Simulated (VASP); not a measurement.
A run of VASP 6.6.1:

The input INCAR:

```
SYSTEM = AgCl
PREC     = Accurate       ! precision mode
ENCUT    = 520            ! plane-wave cutoff, eV
EDIFF    = 1E-6           ! SCF threshold, eV
ISMEAR   = 0              ! smearing method
SIGMA    = 0.01           ! smearing width, eV
LREAL    = .FALSE.        ! projectors in reciprocal space
LASPH    = .TRUE.         ! aspherical terms in the spheres
NELM     = 60             ! most SCF steps
ALGO     = Normal         ! electronic algorithm
ISIF     = 2              ! what is computed and relaxed
LWAVE    = .FALSE.        ! write WAVECAR
LCHARG   = .FALSE.        ! write CHGCAR
GGA      = PE             ! functional
NBANDS   = 16             ! bands
```

The input KPOINTS:

```
regular mesh
0
G
  6 6 6
  0 0 0
```

File POSCAR:

```
AgCl
1.0
    3.3955880419      0.0000000000      0.0000000000
    0.0000000000      3.3955880419      0.0000000000
    0.0000000000      0.0000000000      3.3955880419
Ag Cl
1 1
Direct
    0.0000000000      0.0000000000      0.0000000000
    0.5000000000      0.5000000000      0.5000000000
```

Potentials or basis: VASP PAW PBE potentials, release 64 (Ag, Cl).

Launch:

```sh
$ cat potpaw_PBE.64/Ag/POTCAR potpaw_PBE.64/Cl/POTCAR > POTCAR
$ mpirun -np 1 vasp_std > vasp.out
```

Hardware: 1 thread of Intel(R) Xeon(R) 6975P-C (Granite Rapids), with other jobs on the host.

**Question.** Estimate the wall time of this run.

**Answer.** Run time: 5 s on 1 thread of Intel(R) Xeon(R) 6975P-C (Granite Rapids) (shared host), peak memory 0.15 GiB. Counts: scf iterations 12, k points 20.
